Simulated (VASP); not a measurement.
Input of a VASP 6.6.1 run:

The input INCAR:

```
ALGO = Normal ; EDIFF = 1E-6
EDIFFG = -0.01 ; ENCUT = 600
GGA = RE ; IBRION = 2
ISIF = 3 ; ISMEAR = -1
LASPH = T ; LCHARG = F
LREAL = F ; LWAVE = F
NELM = 80 ; NSW = 80
PREC = Accurate ; SIGMA = 0.1
```

File KPOINTS:

```
k-points
0
Gamma
  14 14 14
```

The input POSCAR:

```
W
1.0
   -1.5823400000      1.5823400000      1.5823400000
    1.5823400000     -1.5823400000      1.5823400000
    1.5823400000      1.5823400000     -1.5823400000
W
1
Direct
    0.0000000000      0.0000000000      0.0000000000
```

Potentials or basis: VASP PAW PBE potentials, release 64 (W_sv).

Command:

```bash
$ cat potpaw_PBE.64/W_sv/POTCAR > POTCAR
$ mpirun -np 1 vasp_std > vasp.out
```

Task: What does it give for the relaxed cell?

Result: a = 2.768 Å, b = 2.768 Å, c = 2.768 Å, α = 109.47°, β = 109.47°, γ = 109.47°.

Task: What does it give for the space group after relaxing (to 0.05 Å)?

Result: Im-3m (No. 229).

Task: Estimate the relaxed volume.

Result: 16.32 Å³/atom.

Final structure:
```
CELL_PARAMETERS angstrom
-1.59783 1.59783 1.59783
1.59783 -1.59783 1.59783
1.59783 1.59783 -1.59783
ATOMIC_POSITIONS crystal
W 0.00000 0.00000 0.00000
```

Caveat: the PAW data sets were made with another functional, which shifts forces and pressure a little; spin-orbit coupling is left out, which moves the levels of the heavy elements. revPBE gives volumes clearly too large for solids.
